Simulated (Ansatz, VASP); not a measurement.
**ScAl3N4 in VASP and in Ansatz**

```
CELL_PARAMETERS angstrom
6.48562 -0.00880 -0.00456
-3.25043 5.61231 0.00456
-0.00707 0.00408 10.15833
ATOMIC_POSITIONS crystal
Al 0.33718 0.16282 0.75080
Al 0.16695 0.83082 0.99681
Al 0.32816 0.66689 0.24569
Al 0.16450 0.83110 0.50219
Al 0.33738 0.67442 0.75485
Al 0.66918 0.33305 0.99681
Al 0.83311 0.17184 0.24569
Al 0.66890 0.33550 0.50219
Al 0.82558 0.16262 0.75485
Al 0.66607 0.83393 0.00053
Al 0.83814 0.66186 0.24583
Al 0.83330 0.66670 0.75228
Sc 0.16613 0.33387 0.98898
Sc 0.33736 0.16264 0.24730
Sc 0.16244 0.33756 0.50185
Sc 0.66586 0.83414 0.49229
N 0.16021 0.33979 0.19768
N 0.34064 0.15936 0.45356
N 0.16603 0.33397 0.71384
N 0.34499 0.15501 0.94045
N 0.15689 0.81407 0.18335
N 0.32126 0.67848 0.43302
N 0.16454 0.83013 0.69309
N 0.34567 0.68947 0.94066
N 0.68593 0.34311 0.18335
N 0.82152 0.17874 0.43302
N 0.66987 0.33546 0.69309
N 0.81053 0.15433 0.94066
N 0.66806 0.83194 0.19402
N 0.84360 0.65640 0.43636
N 0.66723 0.83277 0.69958
N 0.83279 0.66721 0.94131
```

Alike in both runs: functional PBE; k mesh 4 × 4 × 3; no spin polarisation.

Ansatz relaxed the structure, and its values are those at the end. VASP's run is a single point on that final structure, the one shown.

|  | VASP | Ansatz |
| --- | --- | --- |
| version | VASP 6.6.1 | Ansatz 0.2.0 |
| potentials or method | VASP PAW PBE potentials, release 64 (Al, Sc_sv, N) | scalar-relativistic, plane waves, PAW |
| plane-wave cutoff (eV) | 520 | 420 |
| occupations | gaussian, width 0.01 eV | fixed |
| valence electrons in the cell | 160 | 160 |

```tsv
	VASP	Ansatz	Ansatz less VASP
gap on the k mesh at the Fermi level (eV)	3.60	3.59	-0.008
least direct gap on the mesh (eV)	3.61	3.60	-0.008
pressure (GPa)	0.1	0.0	-0.08
rms of the force components (eV/Å)	0.024	0.001	-0.0238
```
